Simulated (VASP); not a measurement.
# KF (Fmmm) in VASP: notebook, part 2 of 2

VASP 6.6.1. Earlier steps stand in the parts before.

**5. Single point, LDA (normal strain along x +0.0700, normal strain along z -0.1125)**

Input file INCAR:

```
ALGO = Normal
EDIFF = 1E-7
ENCUT = 520
GGA = CA
ISIF = 2
ISMEAR = 0
LASPH = True
LCHARG = False
LREAL = False
LWAVE = False
NBANDS = 15
NELM = 80
PREC = Accurate
SIGMA = 0.05
```

Input file KPOINTS:

```
k-points
0
Gamma
  8 8 8
```

Input file POSCAR:

```
KF
1.0
    0.0000000000      2.5817196783      2.2912762145
    2.7624400558      0.0000000000      2.2912762145
    2.7624400558      2.5817196783      0.0000000000
K F
1 1
Direct
    0.0000000000      0.0000000000      0.0000000000
    0.5000000000      0.5000000000      0.5000000000
```

Launch:

```bash
$ cat potpaw_LDA.64/K_sv/POTCAR potpaw_LDA.64/F/POTCAR > POTCAR
$ mpirun -np 1 vasp_std > vasp.out
```

Run time: 27 s. Hardware: 1 thread of Intel Xeon 6975P-C (Granite Rapids), shared host; peak memory 0.17 GiB.

It converged, with:

| Item | Value |
| --- | --- |
| Free energy | -8.8226 eV |
| Pressure | 7.2 GPa |
| Band gap on the k mesh | 5.86 eV, indirect (least direct gap 5.93 eV) |

Stress tensor (GPa, compression positive):
```
-2.63  0.00  0.00
 0.00  1.74  0.00
 0.00  0.00 22.48
```

Levels at points of the mesh, in eV from the valence-band top:
| k point | band 5 | band 6 | band 7 | band 8 | band 9 | band 10 | band 11 | band 12 |
| --- | --- | --- | --- | --- | --- | --- | --- | --- |
| (0.00, 0.00, 0.00) | -8.99 | -0.74 | -0.64 | -0.06 | 5.86 | 9.93 | 10.45 | 11.21 |
| (0.50, 0.00, 0.00) | -8.86 | -1.61 | -1.16 | -1.12 | 8.79 | 10.73 | 11.78 | 12.86 |
| (0.50, 0.50, 0.00) | -9.48 | -0.75 | -0.58 | -0.02 | 7.05 | 10.79 | 12.97 | 14.00 |
| (0.50, 0.00, 0.50) | -9.21 | -0.78 | -0.68 | 0.00 | 7.70 | 10.28 | 11.87 | 13.78 |
| (0.00, 0.50, 0.50) | -9.16 | -0.88 | -0.66 | -0.04 | 7.86 | 10.49 | 11.26 | 14.03 |

Caveat: the cell differs from its parent crystal (normal strain along x +0.0700, normal strain along z -0.1125). A k mesh can miss the band edges.

**6. Single point, LDA (normal strain along x +0.0525, normal strain along z -0.0750)**

Input file INCAR:

```
PREC     = Accurate       # precision mode
ENCUT    = 520            # plane-wave cutoff, eV
EDIFF    = 1E-7           # SCF threshold, eV
ISMEAR   = 0              # smearing method
SIGMA    = 0.05           # smearing width, eV
LREAL    = F              # projectors in reciprocal space
LASPH    = T              # aspherical terms in the spheres
NELM     = 100            # most SCF steps
ALGO     = Normal         # electronic algorithm
ISIF     = 2              # what is computed and relaxed
LWAVE    = F              # write WAVECAR
LCHARG   = F              # write CHGCAR
NBANDS   = 15             # bands
```

Input file KPOINTS:

```
Automatic mesh
0
Gamma
  8 8 8
```

Input file POSCAR:

```
KF
1.0
    0.0000000000      2.5817196783      2.3880907024
    2.7172599614      0.0000000000      2.3880907024
    2.7172599614      2.5817196783      0.0000000000
K F
1 1
Direct
    0.0000000000      0.0000000000      0.0000000000
    0.5000000000      0.5000000000      0.5000000000
```

Potentials or basis: VASP PAW LDA potentials, release 64 (K_sv, F).

Launch:

```bash
$ cat potpaw_LDA.64/K_sv/POTCAR potpaw_LDA.64/F/POTCAR > POTCAR
$ mpirun -np 1 vasp_std > vasp.out
```

OUTCAR:

```text
PREC = Accurate
   ENCUT = 520
   EDIFF = 1E-7
   ISMEAR = 0
   LREAL = F
   LASPH = T
   NELM = 100
   ISIF = 2

 ion  position               nearest neighbor table
   1  0.000  0.000  0.000-   2 2.39   2 2.39   2 2.58   2 2.58   2 2.72   2 2.72
   2  0.500  0.500  0.500-   1 2.39   1 2.39   1 2.58   1 2.58   1 2.72   1 2.72

  LATTYP: Found a face centered orthorhombic cell.
 ALAT       =     4.7761814048
 B/A-ratio  =     1.0810810811
 C/A-ratio  =     1.1378378378
[... 612 lines left out ...]
      8      -3.0403      2.00000
      9       6.1428      0.00000
     10       7.1214      0.00000
     11       9.3432      0.00000
     12       9.9497      0.00000
     13      11.1277      0.00000
     14      11.7986      0.00000
     15      15.7866      0.00000

 [... further k-points ...]
[... 5 lines left out ...]
  --------------------------------------------------------------------------------------
  -------------------------------------------------------------------------------------
  Total       -0.5054928      0.2029422      2.3873016      0.0000000      0.0000000      0.0000000
  in kB      -24.1715477      9.7042492    114.1554844      0.0000000      0.0000000      0.0000000
  external PRESSURE =      33.2293953 kB  Pullay stress =       0.0000000 kB

 VOLUME and BASIS-vectors are now :
 -----------------------------------------------------------------------------
  energy-cutoff  :      520.00
  volume of cell :       33.51
      direct lattice vectors                 reciprocal lattice vectors
     0.000000000  2.581719678  2.388090702    -0.184008894  0.193669361  0.209372282
     2.717259961  0.000000000  2.388090702     0.184008894 -0.193669361  0.209372282
     2.717259961  2.581719678  0.000000000     0.184008894  0.193669361 -0.209372282

 POSITION                                       TOTAL-FORCE (eV/Angst)
 -----------------------------------------------------------------------------------
      0.00000      0.00000      0.00000         0.000000     -0.000000      0.000000
      2.71726      2.58172      2.38809         0.000000      0.000000      0.000000
 -----------------------------------------------------------------------------------
    total drift:                                0.000000      0.000000      0.000000

  FREE ENERGIE OF THE ION-ELECTRON SYSTEM (eV)
  ---------------------------------------------------
  free  energy   TOTEN  =        -8.9739544417 eV

  energy  without entropy=       -8.9739544417  energy(sigma->0) =       -8.97395444
```

Wall time 22 s (1 thread of Intel Xeon 6975P-C (Granite Rapids), shared host); peak memory 0.16 GiB.

What came out:

- Free energy: -8.9740 eV
- Pressure: 3.3 GPa
- Band gap on the k mesh: 6.11 eV, indirect (least direct gap 6.14 eV)

Stress tensor (GPa, compression positive):
```
-2.42  0.00  0.00
 0.00  0.97  0.00
 0.00  0.00 11.42
```

Levels at points of the mesh, in eV from the valence-band top:
```tsv
k point	band 6	band 7	band 8	band 9	band 10	band 11
(0.00, 0.00, 0.00)	-0.41	-0.33	-0.03	6.11	10.22	10.60
(0.50, 0.00, 0.00)	-1.30	-0.82	-0.80	8.99	10.86	12.01
(0.50, 0.50, 0.00)	-0.44	-0.31	-0.05	7.42	10.73	12.76
(0.50, 0.00, 0.50)	-0.45	-0.42	0.00	7.81	10.50	12.05
(0.00, 0.50, 0.50)	-0.58	-0.35	-0.02	7.95	10.60	11.59
```

Caveat: the cell differs from its parent crystal (normal strain along x +0.0525, normal strain along z -0.0750). A k mesh can miss the band edges.

**7. Overview**

| cell | gap on the mesh (eV) | pressure (GPa) |
| --- | --- | --- |
| a = 3.862, b = 3.985, c = 3.781 Å, angles 59.6, 62.8, 57.6°, 2 atoms | 5.34 | -4.3 |
| a = 3.452, b = 3.554, c = 3.748 Å, angles 56.3, 59.0, 64.7°, 2 atoms | 5.99 | 7.8 |
| a = 3.517, b = 3.584, c = 3.716 Å, angles 57.6, 59.3, 63.1°, 2 atoms | 6.24 | 3.9 |
| a = 3.452, b = 3.589, c = 3.781 Å, angles 55.8, 59.3, 64.9°, 2 atoms | 5.86 | 7.2 |
| a = 3.517, b = 3.618, c = 3.748 Å, angles 57.0, 59.6, 63.4°, 2 atoms | 6.11 | 3.3 |

Alike in all rows: task single point; level LDA; potentials or basis VASP PAW LDA potentials, release 64 (K_sv, F); no spin polarisation; k mesh 8 × 8 × 8; cutoff (eV) 520; smearing gaussian 0.05 eV.

Total energies depend on the potentials used, so only differences within one code and one set of settings carry meaning.
